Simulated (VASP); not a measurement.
# TlS2 (R-3m) in VASP: single point with r2SCAN

Aim: the single point of TlS2 with r2SCAN.

All numbers are computed with VASP 6.6.1; they aren't measurements. Logs are shortened: lines on timing, memory, paths and dates and some standing lists are left out, and cuts for length are marked.

**1. The cell of the first run**

The structure is trigonal, space group R-3m (No. 166). Conventional cell: a = 3.874 Å, b = 3.874 Å, c = 15.974 Å, α = 90.00°, β = 90.00°, γ = 120.00°. Within 3.6 Å of Tl (site symmetry -3m) lie 6 S at 2.69 Å. S (site symmetry 3m) has 3 Tl at 2.69 Å and 3 S at 3.23 Å within 3.6 Å.

**2. Single point, r2SCAN**

POSCAR reads:

```
TlS2
1.0
    3.8737928317     -0.0000002968     -0.0000001076
   -1.9368961589      3.3548031497     -0.0000009710
   -0.0000000235     -2.2365337076      5.3247586786
Tl S
1 2
Direct
    0.0000000000      0.0000000000      0.0000000000
    0.2394834088      0.4789668175      0.7184502263
    0.7605165912      0.5210331825      0.2815497737
```

INCAR.step1 reads:

```
SYSTEM = TlS2
PREC = Accurate ; ENCUT = 520
ISMEAR = -1 ; SIGMA = 0.1
LREAL = .False. ; LASPH = .True.
NELM = 60 ; NBANDS = 20
GGA = PE ; ALGO = Normal
EDIFF = 1E-4 ; LWAVE = .True.
LCHARG = .False.
```

INCAR.step2 reads:

```
SYSTEM = TlS2
PREC = Accurate ; ENCUT = 520
EDIFF = 1E-7 ; ISMEAR = -1
SIGMA = 0.1 ; LREAL = .False.
LASPH = .True. ; NELM = 60
ALGO = Normal ; ISIF = 2
LWAVE = .False. ; LCHARG = .True.
METAGGA = R2SCAN ; LMIXTAU = .True.
LELF = .True. ; LVHAR = .True.
NBANDS = 20 ; ISTART = 1
```

KPOINTS reads:

```
regular mesh
0
Gamma
  8 8 8
  0 0 0
```

Potentials or basis: VASP PAW PBE potentials, release 64 (Tl_d, S).

Started as:

```sh
> cat potpaw_PBE.64/Tl_d/POTCAR potpaw_PBE.64/S/POTCAR > POTCAR
> cp INCAR.step1 INCAR
> mpirun -np 1 vasp_std > vasp.out
> cp INCAR.step2 INCAR
> mpirun -np 1 vasp_std > vasp.out
```

OUTCAR:

```text
SYSTEM = TlS2
   PREC = Accurate
   ENCUT = 520
   EDIFF = 1E-7
   ISMEAR = -1
   LREAL = .False.
   LASPH = .True.
   NELM = 60
   ISIF = 2
   METAGGA = R2SCAN
   ISTART = 1

 ion  position               nearest neighbor table
   1  0.000  0.000  0.000-   3 2.69   2 2.69   3 2.69   2 2.69   2 2.69   3 2.69
   2  0.239  0.479  0.718-   1 2.69   1 2.69   1 2.69
   3  0.761  0.521  0.282-   1 2.69   1 2.69   1 2.69

  LATTYP: Found a trigonal (rhomboedric) cell.
 ALAT       =     5.7753907236
 COS(alpha) =     0.7750530833

  Lattice vectors:

 A1 = (  -0.0000000235,  -2.2365337076,   5.3247586786)
 A2 = (   1.9368966493,   1.1182691453,   5.3247576000)
 A3 = (  -1.9368961824,   1.1182694421,   5.3247577076)

Analysis of symmetry for initial positions (statically):
=====================================================================
 Subroutine PRICEL returns:
 Original cell was already a primitive cell.

 Routine SETGRP: Setting up the symmetry group for a
 trigonal (rhombohedral) supercell.

 Subroutine GETGRP returns: Found 12 space group operations
 (whereof 12 operations were pure point group operations)
 out of a pool of 12 trial point group operations.

The static configuration has the point symmetry D_3d.

Analysis of symmetry for dynamics (positions and initial velocities):
=====================================================================
 Subroutine PRICEL returns:
 Original cell was already a primitive cell.

 Routine SETGRP: Setting up the symmetry group for a
 trigonal (rhombohedral) supercell.

 Subroutine GETGRP returns: Found 12 space group operations
 (whereof 12 operations were pure point group operations)
 out of a pool of 12 trial point group operations.

The dynamic configuration has the point symmetry D_3d.

 Subroutine INISYM returns: Found 12 space group operations
 (whereof 12 operations are pure point group operations),
 and found     1 'primitive' translations

----------------------------------------------------------------------------------------

                                     Primitive cell

  volume of cell :      69.1996

  direct lattice vectors                    reciprocal lattice vectors
     3.873792832 -0.000000297 -0.000000108     0.258144948  0.149040047  0.062600601
    -1.936896159  3.354803150 -0.000000971     0.000000026  0.298080134  0.125201217
    -0.000000023 -2.236533708  5.324758679     0.000000005  0.000000057  0.187801962

  length of vectors
     3.873792832  3.873792832  5.775390724     0.304582641  0.323306528  0.187801962

  position of ions in fractional coordinates (direct lattice)
     0.000000000  0.000000000  0.000000000
     0.239483409  0.478966818  0.718450226
     0.760516591  0.521033182  0.281549774

  ion indices of the primitive-cell ions
   primitive index   ion index
                 1           1
                 2           2
                 3           3

----------------------------------------------------------------------------------------

 KPOINTS: regular mesh

Automatic generation of k-mesh.
 Grid dimensions read from file:
 generate k-points for:    8    8    8

 Generating k-lattice:

  Cartesian coordinates                     Fractional coordinates (reciprocal lattice)
     0.032268119  0.018630006  0.007825075     0.125000000 -0.000000000  0.000000000
     0.000000003  0.037260017  0.015650152    -0.000000000  0.125000000 -0.000000000
     0.000000001  0.000000007  0.023475245     0.000000000  0.000000000  0.125000000

  Length of vectors
     0.038072830  0.040413316  0.023475245

  Shift w.r.t. Gamma in fractional coordinates (k-lattice)
     0.000000000  0.000000000  0.000000000

 Subroutine IBZKPT returns following result:
 ===========================================

 Found     65 irreducible k-points:

 Following reciprocal coordinates:
            Coordinates               Weight
  0.000000  0.000000  0.000000      1.000000
  0.125000 -0.000000  0.000000      6.000000
  0.250000 -0.000000  0.000000      6.000000
  0.375000 -0.000000  0.000000      6.000000
  0.500000 -0.000000  0.000000      3.000000
 -0.000000  0.125000  0.000000      6.000000
[... 16 lines left out ...]
  0.125000 -0.000000  0.125000      6.000000
  0.250000 -0.000000  0.125000      6.000000
 [... further k-points ...]
   k-points           NKPTS =     65   k-points in BZ     NKDIM =     65   number of bands    NBANDS=     20
   number of dos      NEDOS =    301   number of ions     NIONS =      3
   total plane-waves  NPLWV =  43200
   dimension x,y,z NGX =    30 NGY =   30 NGZ =   48
   dimension x,y,z NGXF=    60 NGYF=   60 NGZF=   96
   ions per type =               1   2
   NGX,Y,Z   is equivalent  to a cutoff of  12.87, 12.87, 13.82 a.u.
   NGXF,Y,Z  is equivalent  to a cutoff of  25.75, 25.75, 27.63 a.u.
 SYSTEM =  TlS2
   PREC   = accura    normal or accurate (medium, high low for compatibility)
   ISTART =      1    job   : 0-new  1-cont  2-samecut
   ICHARG =      0    charge: 1-file 2-atom 10-const
   ISPIN  =      1    spin polarized calculation?
   LNONCOLLINEAR =      F non collinear calculations
   LSORBIT =      F    spin-orbit coupling
   LASPH  =      T    aspherical Exc in radial PAW
   ENCUT  =  520.0 eV  38.22 Ry    6.18 a.u.   7.20  7.20 10.74*2*pi/ulx,y,z
   NELM   =     60;   NELMIN=  2; NELMDL=  0     # of ELM steps
   EDIFF  = 0.1E-06   stopping-criterion for ELM
   LREAL  =      F    real-space projection
   EDIFFG = 0.1E-05   stopping-criterion for IOM
   NSW    =      0    number of steps for IOM
   IBRION =     -1    ionic relax: 0-MD 1-quasi-New 2-CG
   NFREE  =      0    steps in history (QN), initial steepest desc. (CG)
   ISIF   =      2    stress and relaxation
   ISYM   =      2    0-nonsym 1-usesym 2-fastsym
   POTIM  = 0.5000    time-step for ionic-motion
   TEBEG  =    0.0;   TEEND  =   0.0 temperature during run
   PSTRESS=    0.0 pullay stress
   NELECT =      25.0000    total number of electrons
   NUPDOWN=      -1.0000    fix difference up-down
   EMIN   =  10.00;   EMAX   =-10.00  energy-range for DOS
   EFERMI =   0.00;   METHOD = LEGACY
   ISMEAR =    -1;   SIGMA  =   0.10  broadening in eV -4-tet -1-fermi 0-gaus
   EFERMI_NEDOS =   21; number of points for ismear=-14 and -15
   IALGO  =     38    algorithm
   IMIX   =      4    mixing-type and parameters
     AMIX     =   0.40;   BMIX     =  1.00
     AMIX_MAG =   1.60;   BMIX_MAG =  1.00
  volume/ion in A,a.u.               =      23.07       155.66
  Fermi-wavevector in a.u.,A,eV,Ry     =   1.165969  2.203362 18.496905  1.359484
  Thomas-Fermi vector in A             =   2.302488
   LORBIT       =      0    0 simple, 1 ext, 2 COOP (PROOUT), +10 PAW based schemes
   METAGGA = R2SCAN    functional components
   LHFCALC =     F    Hartree Fock is set to
   AEXX    =    0.0000 exact exchange contribution
   IVDW    =     0    specifies the selected vdW correction
   LEPSILON=     F    determine dielectric tensor
   LRPA    =     F    only Hartree local field effects (RPA)
 non-spin polarized calculation
  energy-cutoff  :      520.00
  volume of cell :       69.20
 maximum number of plane-waves:      1879
 NGX is ok and might be reduce to    30
   NGX = 15   NGY = 15   NGZ = 21

 number of electron      24.9999999 magnetization

 Free energy of the ion-electron system (eV)
  ---------------------------------------------------
  ext. energy  EPLUGINS =         0.00000000
  ---------------------------------------------------
  free energy    TOTEN  =       -68.56965544 eV

  energy without entropy =      -68.48318009  energy(sigma->0) =      -68.52641777

 E-fermi :   4.1839     XC(G=0): -10.3411

 val. band max:        4.1796003253   @ k =   0.3750   0.1250   0.2500
 cond. band min:       4.1984346407   @ k =  -0.0000   0.1250   0.2500
 fundamental gap:      0.0188343154
 Fermi energy:         4.1838569298

 k-point     1 :       0.0000    0.0000    0.0000
  band No.  band energies     occupation
      1      -9.7854      2.00000
      2      -7.6340      2.00000
      3      -7.1978      2.00000
      4      -7.1978      2.00000
      5      -7.0350      2.00000
      6      -6.8883      2.00000
[... 12 lines left out ...]
     19      13.9430      0.00000
     20      14.4348      0.00000

 k-point     2 :       0.1250   -0.0000    0.0000
  band No.  band energies     occupation
      1      -9.6403      2.00000
      2      -8.0231      2.00000
      3      -7.1725      2.00000
      4      -7.0184      2.00000
      5      -6.9589      2.00000
      6      -6.8862      2.00000
[... 12 lines left out ...]
     19      14.1820      0.00000
     20      15.1061      0.00000

 k-point     3 :       0.2500   -0.0000    0.0000
  band No.  band energies     occupation
      1      -9.2918      2.00000
      2      -8.3703      2.00000
      3      -7.1263      2.00000
      4      -7.0092      2.00000
      5      -6.9157      2.00000
      6      -6.8630      2.00000
[... 12 lines left out ...]
     19      14.0303      0.00000
     20      14.8785      0.00000

 k-point     4 :       0.3750   -0.0000    0.0000
  band No.  band energies     occupation
      1      -9.1170      2.00000
      2      -8.2469      2.00000
      3      -7.1065      2.00000
      4      -7.0369      2.00000
      5      -6.8590      2.00000
      6      -6.8094      2.00000
[... 12 lines left out ...]
     19      14.3646      0.00000
     20      15.9695      0.00000

 k-point     5 :       0.5000   -0.0000    0.0000
  band No.  band energies     occupation
      1      -9.1363      2.00000
      2      -8.0039      2.00000
      3      -7.1049      2.00000
      4      -7.0534      2.00000
      5      -6.8373      2.00000
      6      -6.7793      2.00000
[... 12 lines left out ...]
     19      14.9280      0.00000
     20      16.6215      0.00000

 k-point     6 :      -0.0000    0.1250    0.0000
  band No.  band energies     occupation
      1      -9.6197      2.00000
      2      -8.0578      2.00000
      3      -7.1719      2.00000
      4      -7.0075      2.00000
      5      -6.9671      2.00000
      6      -6.8855      2.00000
[... 12 lines left out ...]
     19      14.0652      0.00000
     20      15.2923      0.00000

 k-point     7 :       0.1250    0.1250    0.0000
  band No.  band energies     occupation
      1      -9.3457      2.00000
      2      -8.3685      2.00000
      3      -7.1226      2.00000
      4      -6.9765      2.00000
      5      -6.9545      2.00000
      6      -6.8710      2.00000
[... 12 lines left out ...]
     19      14.0343      0.00000
     20      15.4071      0.00000
[... 277 lines left out ...]
 k-point    20 :       0.2500    0.3750    0.0000
  band No.  band energies     occupation
      1      -8.7871      2.00000
      2      -8.6069      2.00000
      3      -6.9606      2.00000
      4      -6.8824      2.00000
      5      -6.8252      2.00000
      6      -6.4404      2.00000
[... 12 lines left out ...]
     19      14.5099      0.00000
     20      16.1386      0.00000

 k-point    21 :      -0.0000    0.5000    0.0000
  band No.  band energies     occupation
      1      -8.9642      2.00000
      2      -8.2992      2.00000
      3      -7.0947      2.00000
      4      -7.0548      2.00000
      5      -6.8175      2.00000
      6      -6.7788      2.00000
[... 12 lines left out ...]
     19      14.9619      0.00000
     20      17.3013      0.00000

 k-point    22 :       0.0000   -0.0000    0.1250
  band No.  band energies     occupation
      1      -9.7295      2.00000
      2      -7.7688      2.00000
      3      -7.1971      2.00000
      4      -7.1971      2.00000
      5      -7.0049      2.00000
      6      -6.8882      2.00000
[... 12 lines left out ...]
     19      14.0528      0.00000
     20      14.4354      0.00000

 k-point    23 :       0.1250   -0.0000    0.1250
  band No.  band energies     occupation
      1      -9.5567      2.00000
      2      -8.1178      2.00000
      3      -7.1713      2.00000
      4      -7.0413      2.00000
      5      -6.9438      2.00000
      6      -6.8865      2.00000
[... 12 lines left out ...]
     19      14.4920      0.00000
     20      14.5914      0.00000

 k-point    24 :       0.2500   -0.0000    0.1250
  band No.  band energies     occupation
      1      -9.2415      2.00000
      2      -8.3567      2.00000
      3      -7.1249      2.00000
      4      -7.0157      2.00000
      5      -6.9049      2.00000
      6      -6.8635      2.00000
[... 12 lines left out ...]
     19      13.6943      0.00000
     20      15.3427      0.00000

 [... further k-points ...]
[... 5 lines left out ...]
  --------------------------------------------------------------------------------------
  -------------------------------------------------------------------------------------
  Total       -0.0325012     -0.0325012     -0.0137398      0.0000000      0.0000000      0.0000000
  in kB       -0.7524999     -0.7524999     -0.3181167      0.0000000      0.0000001      0.0000000
  external PRESSURE =      -0.6077055 kB  Pullay stress =       0.0000000 kB

 VOLUME and BASIS-vectors are now :
 -----------------------------------------------------------------------------
  energy-cutoff  :      520.00
  volume of cell :       69.20
      direct lattice vectors                 reciprocal lattice vectors
     3.873792832 -0.000000297 -0.000000108     0.258144948  0.149040047  0.062600601
    -1.936896159  3.354803150 -0.000000971     0.000000026  0.298080134  0.125201217
    -0.000000023 -2.236533708  5.324758679     0.000000005  0.000000057  0.187801962

 POSITION                                       TOTAL-FORCE (eV/Angst)
 -----------------------------------------------------------------------------------
      0.00000      0.00000      0.00000         0.000000     -0.000000     -0.000000
      0.00000      0.00000      3.82557        -0.000000     -0.000000     -0.000171
      1.93690      1.11827      1.49918         0.000000      0.000000      0.000171
 -----------------------------------------------------------------------------------
    total drift:                               -0.000000     -0.000000     -0.000000

  FREE ENERGIE OF THE ION-ELECTRON SYSTEM (eV)
  ---------------------------------------------------
  free  energy   TOTEN  =       -68.5696554439 eV

  energy  without entropy=      -68.4831800914  energy(sigma->0) =      -68.52641777
```

Run time: 5.2 min. Hardware: 1 thread of Intel Xeon Platinum 8375C at 2.90GHz (Ice Lake), shared host; peak memory 0.25 GiB.

What came out:

| Property | Result |
| --- | --- |
| Free energy | -68.5697 eV |
| Pressure | -0.1 GPa |

Caveat: the PAW data sets were made with another functional, which shifts forces and pressure a little; spin-orbit coupling is left out, which moves the levels of the heavy elements.
